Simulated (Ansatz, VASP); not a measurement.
## One calculation of Te, two programs

File INCAR:

```
SYSTEM = Te
  PREC = Accurate
  ENCUT = 520
  EDIFF = 1E-6
  ISMEAR = -1
  SIGMA = 0.1
  LREAL = .False.
  LASPH = .True.
  NELM = 60
  ALGO = Normal
  ISIF = 2
  LWAVE = .False.
  LCHARG = .False.
  GGA = PS
  NBANDS = 20
```

File KPOINTS:

```
Automatic mesh
0
Gamma
  10 10 4
  0 0 0
```

File POSCAR:

```
Te
1.0
    4.1248625367      0.0000000000      0.0000000000
   -2.0624312683      3.5722357439      0.0000000000
    0.0000000000      0.0000000000      8.7913240998
Te
4
Direct
    1.0000000000      0.0000000000      0.0000000000
    1.0000000000      0.0000000000      0.5000000000
    0.3333333333      0.6666666667      0.2500000000
    0.6666666667      0.3333333333      0.7500000000
```

Input for Ansatz:

```yaml
crystal:
  lattice:
    - [4.1248625367, 0.0, 0.0]
    - [-2.0624312683, 3.5722357439, 0.0]
    - [0.0, 0.0, 8.7913240998]
  atoms:
    - { symbol: Te, position: [1.0, 0.0, 0.0] }
    - { symbol: Te, position: [1.0, 0.0, 0.5] }
    - { symbol: Te, position: [0.3333333333, 0.6666666667, 0.25] }
    - { symbol: Te, position: [0.6666666667, 0.3333333333, 0.75] }
hamiltonian:
  xc: pbesol
  pseudopotentials:
    kind: paw
    azcp:
      Te: "pseudopotentials/Te.paw.azcp"
basis:
  ecutwfc: 420
  fft_grid_basis: typed
kpoints:
  mp_grid: { grid: [10, 10, 4], shift: [0, 0, 0] }
magnetization:
  spin_polarized: false
scf:
  occupations: { method: fermi_dirac, width: 0.1 }
  lower_state_search: "off"
output:
  stress: true
```

Alike in both runs: task single point; functional PBEsol; k mesh 10 × 10 × 4; occupations fermi-dirac, width 0.1 eV; no spin polarisation.

|  | VASP | Ansatz |
| --- | --- | --- |
| version | VASP 6.6.1 | Ansatz 0.2.0 |
| potentials or method | VASP PAW PBE potentials, release 64 (Te), cutoff 520 eV | plane waves (420 eV) with PAW, scalar-relativistic |
| valence electrons in the cell | 24 | 64 |

VASP gave:

```
pressure (GPa)                                                : -3.7
traceless stress, the component that is largest in VASP (GPa) : -1.53
```

Estimate Ansatz's values.

pressure (GPa): -3.7; traceless stress, the component that is largest in VASP (GPa): -1.55.

VASP's potentials were made for PBE, not for PBEsol, and Ansatz warns of the same on its side. The functional is the same, so the differences come from potentials, cutoffs and numerics. VASP's potentials hold 24 valence electrons a cell and Ansatz's 64, so a difference there can come from the potentials and not from the codes.

Spin-orbit coupling is off throughout.
